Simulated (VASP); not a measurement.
# Pd in VASP: single point with PBE

Aim: the single point of Pd with PBE.

Program: VASP 6.6.1. These are calculated values, not measurements. Logs are shortened: lines on timing, memory, paths and dates and some standing lists are left out, and cuts for length are marked.

## 1. The cell of the first run

The cell holds a slab with vacuum, 16 atoms: a = 5.575 Å, b = 5.575 Å, c = 22.914 Å, α = 90.00°, β = 90.00°, γ = 90.00°.

## 2. Single point, PBE

Contents of INCAR:

```
SYSTEM = Pd
  PREC = Accurate
  ENCUT = 520
  EDIFF = 1E-7
  ISMEAR = 0
  SIGMA = 0.1
  LREAL = Auto
  LASPH = .True.
  NELM = 60
  ALGO = Normal
  ISIF = 2
  LWAVE = .False.
  LCHARG = .False.
  LDIPOL = .True.
  IDIPOL = 3
  DIPOL = 0.5 0.5 0.499
  GGA = PE
  NBANDS = 94
```

Contents of KPOINTS:

```
regular mesh
0
Gamma
  5 5 1
  0 0 0
```

Contents of POSCAR:

```
Pd
1.0
    5.5753612515      0.0000000000      0.0000000000
    0.0000000000      5.5753612515      0.0000000000
    0.0000000000      0.0000000000     22.9135636227
Pd
16
Direct
    0.2500000000      0.2500000000      0.3709593209
    0.2500000000      0.7500000000      0.3709593209
    0.7500000000      0.2500000000      0.3709593209
    0.7500000000      0.7500000000      0.3709593209
    0.5000000000      0.5000000000      0.4569864403
    0.5000000000      0.0000000000      0.4569864403
    0.0000000000      0.5000000000      0.4569864403
    0.0000000000      0.0000000000      0.4569864403
    0.7500000000      0.7500000000      0.5422377601
    0.7500000000      0.2500000000      0.5422377601
    0.2500000000      0.7500000000      0.5422377601
    0.2500000000      0.2500000000      0.5422377601
    0.0000000000      0.0000000000      0.6270205480
    0.0000000000      0.5000000000      0.6270205480
    0.5000000000      0.0000000000      0.6270205480
    0.5000000000      0.5000000000      0.6270205480
```

Potentials or basis: VASP PAW PBE potentials, release 64 (Pd).

The run is started by

```bash
cat potpaw_PBE.64/Pd/POTCAR > POTCAR
mpirun -np 1 vasp_std > vasp.out
```

OUTCAR:

```text
SYSTEM = Pd
   PREC = Accurate
   ENCUT = 520
   EDIFF = 1E-7
   ISMEAR = 0
   LREAL = Auto
   LASPH = .True.
   NELM = 60
   ISIF = 2
   GGA = PE

 ion  position               nearest neighbor table
   1  0.250  0.250  0.371-   5 2.79   6 2.79   7 2.79   8 2.79   2 2.79   3 2.79   2 2.79   3 2.79

   2  0.250  0.750  0.371-   5 2.79   6 2.79   7 2.79   8 2.79   1 2.79   4 2.79   1 2.79   4 2.79

   3  0.750  0.250  0.371-   5 2.79   6 2.79   7 2.79   8 2.79   1 2.79   4 2.79   4 2.79   1 2.79
[... 33 lines left out ...]
 A1 = (   5.5753612515,   0.0000000000,   0.0000000000)
 A2 = (   0.0000000000,   5.5753612515,   0.0000000000)
 A3 = (   0.0000000000,   0.0000000000,  22.9135636227)

Analysis of symmetry for initial positions (statically):
=====================================================================
 Subroutine PRICEL returns following result:

  LATTYP: Found a simple tetragonal cell.
 ALAT       =     2.7876806258
 C/A-ratio  =     8.2195798941

  Lattice vectors:

 A1 = (   2.7876806258,   0.0000000000,   0.0000000000)
 A2 = (   0.0000000000,   2.7876806258,   0.0000000000)
 A3 = (   0.0000000000,   0.0000000000,  22.9135636227)

   4 primitive cells build up your supercell.

 Routine SETGRP: Setting up the symmetry group for a
 simple tetragonal supercell.

 Subroutine GETGRP returns: Found  8 space group operations
 (whereof  8 operations were pure point group operations)
 out of a pool of 16 trial point group operations.

The static configuration has the point symmetry C_4v.

Analysis of symmetry for dynamics (positions and initial velocities):
=====================================================================
 Subroutine PRICEL returns following result:

  LATTYP: Found a simple tetragonal cell.
 ALAT       =     2.7876806258
 C/A-ratio  =     8.2195798941

  Lattice vectors:

 A1 = (   2.7876806258,   0.0000000000,   0.0000000000)
 A2 = (   0.0000000000,   2.7876806258,   0.0000000000)
 A3 = (   0.0000000000,   0.0000000000,  22.9135636227)

   4 primitive cells build up your supercell.

 Routine SETGRP: Setting up the symmetry group for a
 simple tetragonal supercell.

 Subroutine GETGRP returns: Found  8 space group operations
 (whereof  8 operations were pure point group operations)
 out of a pool of 16 trial point group operations.

The dynamic configuration has the point symmetry C_4v.

 Subroutine INISYM returns: Found  8 space group operations
[... 92 lines left out ...]
   PSTRESS=    0.0 pullay stress
   NELECT =     160.0000    total number of electrons
   NUPDOWN=      -1.0000    fix difference up-down
   EMIN   =  10.00;   EMAX   =-10.00  energy-range for DOS
   EFERMI =   0.00;   METHOD = LEGACY
   ISMEAR =     0;   SIGMA  =   0.10  broadening in eV -4-tet -1-fermi 0-gaus
   EFERMI_NEDOS =   21; number of points for ismear=-14 and -15
   IALGO  =     38    algorithm
   IMIX   =      4    mixing-type and parameters
     AMIX     =   0.40;   BMIX     =  1.00
     AMIX_MAG =   1.60;   BMIX_MAG =  1.00
  volume/ion in A,a.u.               =      44.52       300.41
  Fermi-wavevector in a.u.,A,eV,Ry     =   0.995181  1.880619 13.475000  0.990385
  Thomas-Fermi vector in A             =   2.127183
   LORBIT       =      0    0 simple, 1 ext, 2 COOP (PROOUT), +10 PAW based schemes
   GGA     = PE    functional components
   LHFCALC =     F    Hartree Fock is set to
   AEXX    =    0.0000 exact exchange contribution
   IVDW    =     0    specifies the selected vdW correction
   LEPSILON=     F    determine dielectric tensor
   LRPA    =     F    only Hartree local field effects (RPA)
 non-spin polarized calculation
 Gauss-broadening in eV      SIGMA  =   0.10
  energy-cutoff  :      520.00
  volume of cell :      712.26
 maximum number of plane-waves:     19233
 NGX is ok and might be reduce to    42
   NGX = 21   NGY = 21   NGZ = 85

 dipolmoment           0.000000      0.000000      0.000884 electrons x Angstroem

 number of electron     159.9999939 magnetization

 dipolmoment           0.000000      0.000000     -0.000463 electrons x Angstroem

 Free energy of the ion-electron system (eV)
  ---------------------------------------------------
  ext. energy  EPLUGINS =         0.00000000
  ---------------------------------------------------
  free energy    TOTEN  =       -77.67733253 eV

  energy without entropy =      -77.45951082  energy(sigma->0) =      -77.56842168

 E-fermi :  -0.1670     XC(G=0):  -5.2317

 val. band max:       -0.1709714423   @ k =   0.4000   0.0000   0.0000
 cond. band min:      -0.1645714057   @ k =   0.4000   0.4000   0.0000
 fundamental gap:      0.0064000366
 Fermi energy:        -0.1669558297

 k-point     1 :       0.0000    0.0000    0.0000
  band No.  band energies     occupation
      1      -6.4506      2.00000
      2      -5.1495      2.00000
      3      -4.9083      2.00000
      4      -4.8885      2.00000
      5      -4.8388      2.00000
      6      -4.8388      2.00000
[... 559 lines left out ...]
     91       2.3881      0.00000
     92       3.4535      0.00000
 [bands above 92 left out]

------------------------ aborting loop because EDIFF is reached ----------------------------------------

 vacuum level on the upper side and lower side of the slab       (xc-potential included)        -0.063        -0.052

  FORCE on cell =-STRESS in cart. coord.  units (eV):
  Direction    XX          YY          ZZ          XY          YZ          ZX
  --------------------------------------------------------------------------------------
  -------------------------------------------------------------------------------------
  Total       -8.4190326     -8.4190326     -1.4069237      0.0000000     -0.0000000      0.0000000
  in kB      -18.9380000    -18.9380000     -3.1647722      0.0000000     -0.0000000      0.0000000
  external PRESSURE =     -13.6802574 kB  Pullay stress =       0.0000000 kB

 VOLUME and BASIS-vectors are now :
 -----------------------------------------------------------------------------
  energy-cutoff  :      520.00
  volume of cell :      712.26
      direct lattice vectors                 reciprocal lattice vectors
     5.575361252  0.000000000  0.000000000     0.179360575  0.000000000  0.000000000
     0.000000000  5.575361252  0.000000000     0.000000000  0.179360575  0.000000000
     0.000000000  0.000000000 22.913563623     0.000000000  0.000000000  0.043642273

 POSITION                                       TOTAL-FORCE (eV/Angst)
 -----------------------------------------------------------------------------------
      1.39384      1.39384      8.50000         0.000000     -0.000000      0.135447
      1.39384      4.18152      8.50000         0.000000      0.000000      0.135447
      4.18152      1.39384      8.50000         0.000000     -0.000000      0.135447
      4.18152      4.18152      8.50000         0.000000      0.000000      0.135447
      2.78768      2.78768     10.47119        -0.000000     -0.000000     -0.127505
      2.78768      0.00000     10.47119        -0.000000      0.000000     -0.127505
[... 8 lines left out ...]
      2.78768      0.00000     14.36728        -0.000000      0.000000     -0.009873
      2.78768      2.78768     14.36728        -0.000000     -0.000000     -0.009873
 -----------------------------------------------------------------------------------
    total drift:                                0.000000      0.000000     -0.033464

  FREE ENERGIE OF THE ION-ELECTRON SYSTEM (eV)
  ---------------------------------------------------
  free  energy   TOTEN  =       -77.6773325332 eV

  energy  without entropy=      -77.4595108179  energy(sigma->0) =      -77.56842168

 vacuum level on the upper side and lower side of the slab         4.864         4.875
```

OSZICAR:

```text
N       E                     dE             d eps       ncg     rms          rms(c)
DAV:   1     0.105242614595E+04    0.10524E+04   -0.71102E+04  1128   0.145E+03
DAV:   2    -0.151511002997E+02   -0.10676E+04   -0.99892E+03  1296   0.304E+02
DAV:   3    -0.788965996833E+02   -0.63745E+02   -0.56221E+02  1330   0.665E+01
[... 25 lines left out ...]
DAV:  29    -0.776773310046E+02   -0.58052E-05   -0.34507E-07   890   0.120E-03    0.694E-04
DAV:  30    -0.776773318255E+02   -0.82098E-06   -0.43960E-08   770   0.887E-04    0.571E-04
DAV:  31    -0.776773322642E+02   -0.43866E-06   -0.17660E-08   696   0.381E-04    0.443E-04
DAV:  32    -0.776773324796E+02   -0.21538E-06   -0.98889E-09   710   0.242E-04    0.218E-04
DAV:  33    -0.776773325332E+02   -0.53584E-07   -0.36073E-09   680   0.166E-04
   1 F= -.77677333E+02 E0= -.77568422E+02  d E =-.217822E+00
```

It took 32 min on 1 thread of Intel Xeon 8259CL, shared host; peak memory 0.76 GiB.

What came out:

* Free energy: -77.6773 eV
* Largest force: 0.135 eV/Å
* Band gap on the k mesh: zero (bands 80 and 81 overlap by 0.30 eV)

Forces in eV/Å, atoms in the order of the input:
```
Pd   0.000  0.000  0.135
Pd   0.000  0.000  0.135
Pd   0.000  0.000  0.135
Pd   0.000  0.000  0.135
Pd   0.000  0.000 -0.128
Pd   0.000  0.000 -0.128
Pd   0.000  0.000 -0.128
Pd   0.000  0.000 -0.128
Pd   0.000  0.000  0.002
Pd   0.000  0.000  0.002
Pd   0.000  0.000  0.002
Pd   0.000  0.000  0.002
Pd   0.000  0.000 -0.010
Pd   0.000  0.000 -0.010
Pd   0.000  0.000 -0.010
Pd   0.000  0.000 -0.010
```
